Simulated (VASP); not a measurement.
# Sn in VASP: notebook, part 2 of 2

VASP 6.6.1.

## Step 4: Single point, r2SCAN

This run uses another cell than the first one, of 26.84 Å³/atom.

Contents of POSCAR:

```
Sn
1.0
   -1.8820209867      1.8820209867      1.8946520000
    1.8820209867     -1.8820209867      1.8946520000
    1.8820209867      1.8820209867     -1.8946520000
Sn
1
Direct
    0.0000000000      0.0000000000      0.0000000000
```

Contents of INCAR.step1:

```
PREC = Accurate
ENCUT = 520
ISMEAR = -1
SIGMA = 0.05
LREAL = False
LASPH = True
NELM = 100
NBANDS = 13
GGA = PE
ALGO = Normal
EDIFF = 1E-4
LWAVE = True
LCHARG = False
```

Contents of INCAR.step2:

```
PREC = Accurate
ENCUT = 520
EDIFF = 1E-6
ISMEAR = -1
SIGMA = 0.05
LREAL = False
LASPH = True
NELM = 100
ALGO = Normal
ISIF = 2
LWAVE = False
LCHARG = True
METAGGA = R2SCAN
LMIXTAU = True
LELF = True
LVHAR = True
NBANDS = 13
ISTART = 1
```

Contents of KPOINTS:

```
regular mesh
0
Gamma
  13 13 13
```

Potentials or basis: VASP PAW PBE potentials, release 64 (Sn_d).

Launch:

```sh
$ cat potpaw_PBE.64/Sn_d/POTCAR > POTCAR
$ cp INCAR.step1 INCAR
$ mpirun -np 1 vasp_std > vasp.out
$ cp INCAR.step2 INCAR
$ mpirun -np 1 vasp_std > vasp.out
```

OUTCAR:

```text
PREC = Accurate
   ENCUT = 520
   EDIFF = 1E-6
   ISMEAR = -1
   LREAL = False
   LASPH = True
   NELM = 100
   ISIF = 2
   METAGGA = R2SCAN
   ISTART = 1

 ion  position               nearest neighbor table
   1  0.000  0.000  0.000-

  LATTYP: Found a body centered tetragonal cell.
 ALAT       =     3.7640419734
 C/A-ratio  =     1.0067114094

  Lattice vectors:

 A1 = (  -1.8820209867,   1.8820209867,   1.8946520000)
 A2 = (   1.8820209867,  -1.8820209867,   1.8946520000)
 A3 = (   1.8820209867,   1.8820209867,  -1.8946520000)

Analysis of symmetry for initial positions (statically):
=====================================================================
 Subroutine PRICEL returns:
 Original cell was already a primitive cell.

 Routine SETGRP: Setting up the symmetry group for a
 body centered tetragonal supercell.

 Subroutine GETGRP returns: Found 16 space group operations
 (whereof 16 operations were pure point group operations)
 out of a pool of 16 trial point group operations.

The static configuration has the point symmetry D_4h.
[... 166 lines left out ...]
  band No.  band energies     occupation
      1     -14.0886      2.00000
      2     -14.0886      2.00000
      3     -14.0871      2.00000
      4     -13.9318      2.00000
      5     -13.9275      2.00000
      6      -3.5609      2.00000
      7      16.7126      0.00000
      8      16.7580      0.00000
      9      16.7580      0.00000
     10      21.0559      0.00000
     11      21.1551      0.00000
     12      21.1552      0.00000
     13      21.4570      0.00000
[... 354 lines left out ...]
  band No.  band energies     occupation
      1     -14.1185      2.00000
      2     -14.0483      2.00000
      3     -13.9479      2.00000
      4     -13.9424      2.00000
      5     -13.8626      2.00000
      6       1.5362      2.00000
      7       4.2447      2.00000
      8       9.5131      0.00000
      9      12.9901      0.00000
     10      17.9426      0.00000
     11      20.7618      0.00000
     12      22.3961      0.00000
     13      24.0683      0.00000

 [... further k-points ...]

------------------------ aborting loop because EDIFF is reached ----------------------------------------

  FORCE on cell =-STRESS in cart. coord.  units (eV):
  Direction    XX          YY          ZZ          XY          YZ          ZX
  --------------------------------------------------------------------------------------
  -------------------------------------------------------------------------------------
  Total        0.0326090      0.0326090      0.0961331      0.0000000      0.0000000      0.0000000
  in kB        1.9462983      1.9462983      5.7377973      0.0000000      0.0000000      0.0000000
  external PRESSURE =       3.2101313 kB  Pullay stress =       0.0000000 kB

 VOLUME and BASIS-vectors are now :
 -----------------------------------------------------------------------------
  energy-cutoff  :      520.00
  volume of cell :       26.84
      direct lattice vectors                 reciprocal lattice vectors
    -1.882020987  1.882020987  1.894652000     0.000000000  0.265671851  0.263900706
     1.882020987 -1.882020987  1.894652000     0.265671851  0.000000000  0.263900706
     1.882020987  1.882020987 -1.894652000     0.265671851  0.265671851  0.000000000

 POSITION                                       TOTAL-FORCE (eV/Angst)
 -----------------------------------------------------------------------------------
      0.00000      0.00000      0.00000         0.000000      0.000000     -0.000000
 -----------------------------------------------------------------------------------
    total drift:                               -0.000000      0.000000      0.000000

  FREE ENERGIE OF THE ION-ELECTRON SYSTEM (eV)
  ---------------------------------------------------
  free  energy   TOTEN  =       -24.5003104221 eV

  energy  without entropy=      -24.4935097854  energy(sigma->0) =      -24.49691010
```

OUTCAR.step1:

```text
PREC = Accurate
   ENCUT = 520
   ISMEAR = -1
   LREAL = False
   LASPH = True
   NELM = 100
[... 599 lines left out ...]
 POSITION                                       TOTAL-FORCE (eV/Angst)
 -----------------------------------------------------------------------------------
      0.00000      0.00000      0.00000        -0.000000      0.000000     -0.000000
 -----------------------------------------------------------------------------------
    total drift:                               -0.000000     -0.000000      0.000000

  FREE ENERGIE OF THE ION-ELECTRON SYSTEM (eV)
  ---------------------------------------------------
  free  energy   TOTEN  =        -3.7713441886 eV

  energy  without entropy=       -3.7648335527  energy(sigma->0) =       -3.76808887
```

Run time: 2.1 min. Hardware: 1 thread of AMD EPYC 9R45 (Zen 5), shared host; peak memory 0.16 GiB.

Results:

| Item | Value |
| --- | --- |
| Free energy | -24.5003 eV |
| Pressure | 0.3 GPa |
| Band gap on the k mesh | zero (bands 7 and 8 overlap by 11.05 eV) |

Caveat: the PAW data sets were made with another functional, which shifts forces and pressure a little; spin-orbit coupling is left out, which moves the levels of the heavy elements.

## Step 5: Single point, r2SCAN

This run uses another cell than the first one, of 27.02 Å³/atom.

Contents of POSCAR:

```
Sn
1.0
   -1.8883364933      1.8883364933      1.8946520000
    1.8883364933     -1.8883364933      1.8946520000
    1.8883364933      1.8883364933     -1.8946520000
Sn
1
Direct
    0.0000000000      0.0000000000      0.0000000000
```

Contents of INCAR.step1:

```
PREC     = Accurate       # precision mode
ENCUT    = 520            # plane-wave cutoff, eV
ISMEAR   = -1             # smearing method
SIGMA    = 0.05           # smearing width, eV
LREAL    = F              # projectors in reciprocal space
LASPH    = T              # aspherical terms in the spheres
NELM     = 100            # most SCF steps
NBANDS   = 13             # bands
GGA      = PE             # functional
ALGO     = Normal         # electronic algorithm
EDIFF    = 1E-4           # SCF threshold, eV
LWAVE    = T              # write WAVECAR
LCHARG   = F              # write CHGCAR
```

Contents of INCAR.step2:

```
PREC     = Accurate       # precision mode
ENCUT    = 520            # plane-wave cutoff, eV
EDIFF    = 1E-6           # SCF threshold, eV
ISMEAR   = -1             # smearing method
SIGMA    = 0.05           # smearing width, eV
LREAL    = F              # projectors in reciprocal space
LASPH    = T              # aspherical terms in the spheres
NELM     = 100            # most SCF steps
ALGO     = Normal         # electronic algorithm
ISIF     = 2              # what is computed and relaxed
LWAVE    = F              # write WAVECAR
LCHARG   = F              # write CHGCAR
METAGGA  = R2SCAN         # meta-GGA
LMIXTAU  = T            
NBANDS   = 13             # bands
ISTART   = 1
```

KPOINTS is that of step 4.

Launch:

```sh
$ cat potpaw_PBE.64/Sn_d/POTCAR > POTCAR
$ cp INCAR.step1 INCAR
$ mpirun -np 1 vasp_std > vasp.out
$ cp INCAR.step2 INCAR
$ mpirun -np 1 vasp_std > vasp.out
```

Run time: 1.8 min. Hardware: 1 thread of AMD EPYC 9R45 (Zen 5), shared host; peak memory 0.16 GiB.

Results (log left out):

| Quantity | Value |
| --- | --- |
| Free energy | -24.5005 eV |
| Pressure | 0.0 GPa |
| Band gap on the k mesh | zero (bands 7 and 8 overlap by 10.98 eV) |

Stress tensor (GPa, compression positive):
```
-0.06  0.00  0.00
 0.00 -0.06  0.00
 0.00  0.00  0.08
```

Levels at points of the mesh, in eV from the Fermi level:
| k point | band 4 | band 5 | band 6 | band 7 | band 8 | band 9 | band 10 | band 11 |
| --- | --- | --- | --- | --- | --- | --- | --- | --- |
| (0.00, 0.00, 0.00) | -22.07 | -22.07 | -11.65 | 8.52 | 8.54 | 8.54 | 12.94 | 12.98 |

Caveat: the PAW data sets were made with another functional, which shifts forces and pressure a little; spin-orbit coupling is left out, which moves the levels of the heavy elements.

## Step 6: Single point, r2SCAN

This run uses another cell than the first one, of 27.39 Å³/atom.

Contents of POSCAR:

```
Sn
1.0
   -1.9009675067      1.9009675067      1.8946520000
    1.9009675067     -1.9009675067      1.8946520000
    1.9009675067      1.9009675067     -1.8946520000
Sn
1
Direct
    0.0000000000      0.0000000000      0.0000000000
```

Contents of INCAR.step1:

```
PREC = Accurate
ENCUT = 520
ISMEAR = -1
SIGMA = 0.05
LREAL = F
LASPH = T
NELM = 80
NBANDS = 13
GGA = PE
ALGO = Normal
EDIFF = 1E-4
LWAVE = T
LCHARG = F
```

Contents of INCAR.step2:

```
PREC = Accurate
ENCUT = 520
EDIFF = 1E-6
ISMEAR = -1
SIGMA = 0.05
LREAL = F
LASPH = T
NELM = 80
ALGO = Normal
ISIF = 2
LWAVE = F
LCHARG = F
METAGGA = R2SCAN
LMIXTAU = T
NBANDS = 13
ISTART = 1
```

KPOINTS is that of step 5.

Potentials or basis: VASP PAW PBE potentials, release 64 (Sn_d).

Launch:

```sh
$ cat potpaw_PBE.64/Sn_d/POTCAR > POTCAR
$ cp INCAR.step1 INCAR
$ mpirun -np 1 vasp_std > vasp.out
$ cp INCAR.step2 INCAR
$ mpirun -np 1 vasp_std > vasp.out
```

Wall time 1.8 min (1 thread of AMD EPYC 9R45 (Zen 5), shared host); peak memory 0.16 GiB.

Results (log left out):

```yaml
Free_energy: -24.4999 eV
Pressure: -0.7 GPa
Band_gap_on_the_k_mesh: zero (bands 7 and 8 overlap by 10.81 eV)
```

Stress tensor (GPa, compression positive):
```
-0.63  0.00  0.00
 0.00 -0.63  0.00
 0.00  0.00 -0.75
```

Levels at points of the mesh, in eV from the Fermi level:
```tsv
k point	band 4	band 5	band 6	band 7	band 8	band 9	band 10	band 11
(0.00, 0.00, 0.00)	-22.06	-22.06	-11.54	8.40	8.40	8.42	12.93	12.93
```

Caveat: the PAW data sets were made with another functional, which shifts forces and pressure a little; spin-orbit coupling is left out, which moves the levels of the heavy elements.

## Step 7: Summary

```tsv
cell	gap on the mesh (eV)	pressure (GPa)
a = 3.282 Å, angles 109.5°, 1 atom	none	-0.3
a = 3.260 Å, angles 109.7, 109.7, 108.9°, 1 atom	none	0.7
a = 3.267 Å, angles 109.7, 109.7, 109.1°, 1 atom	none	0.3
a = 3.274 Å, angles 109.6, 109.6, 109.3°, 1 atom	none	0.0
a = 3.289 Å, angles 109.4, 109.4, 109.7°, 1 atom	none	-0.7
```

Alike in all rows: task single point; level r2SCAN; potentials or basis VASP PAW PBE potentials, release 64 (Sn_d); no spin polarisation; k mesh 13 × 13 × 13; cutoff (eV) 520; smearing fermi-dirac 0.05 eV.

Caveats: the PAW data sets were made with another functional, which shifts forces and pressure a little; spin-orbit coupling is left out, which moves the levels of the heavy elements.

Absolute energies hang on the potentials; compare differences alone.
